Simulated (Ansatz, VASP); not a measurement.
## Two plane-wave programs on TaN

```
CELL_PARAMETERS angstrom
0.00000 2.21014 2.21014
2.21014 0.00000 2.21014
2.21014 2.21014 0.00000
ATOMIC_POSITIONS crystal
Ta 0.49783 0.50217 0.50217
N 0.02806 0.97194 0.97194
```

Change from the starting cell: mode 4 frozen in at -0.122 Å, equal normal strain along x, y and z +0.0167.

Alike in both runs: task single point; functional LDA; k mesh 18 × 18 × 18; occupations gaussian, width 0.15 eV; no spin polarisation.

```csv
,VASP,Ansatz
version,VASP 6.6.1,Ansatz 0.2.0
potentials or method,"VASP PAW LDA potentials, release 64 (Ta_sv_GW, N), cutoff 600 eV","scalar-relativistic, plane waves, PAW"
valence electrons in the cell,18,18
```

VASP gave:

| Property | Result |
| --- | --- |
| gap on the k mesh at the Fermi level (eV) | none |
| pressure (GPa) | -12.8 |
| traceless stress, the component that is largest in VASP (GPa) | 5.30 |
| rms of the force components (eV/Å) | 0.577 |

Problem. Estimate Ansatz's values.

Solution. gap on the k mesh at the Fermi level (eV): none; pressure (GPa): -13.9; traceless stress, the component that is largest in VASP (GPa): 5.25; rms of the force components (eV/Å): 0.567.

Ansatz warns that its potentials were made for another functional, while VASP's fit it. LDA's correlation is that of Perdew and Zunger in VASP and of Perdew and Wang (1992) in Ansatz. Atom by atom the forces differ by 0.010 eV/Å (rms over components). A gap of «none» marks a metal or a gap that the smearing closes.

Neither program's run includes spin-orbit coupling.
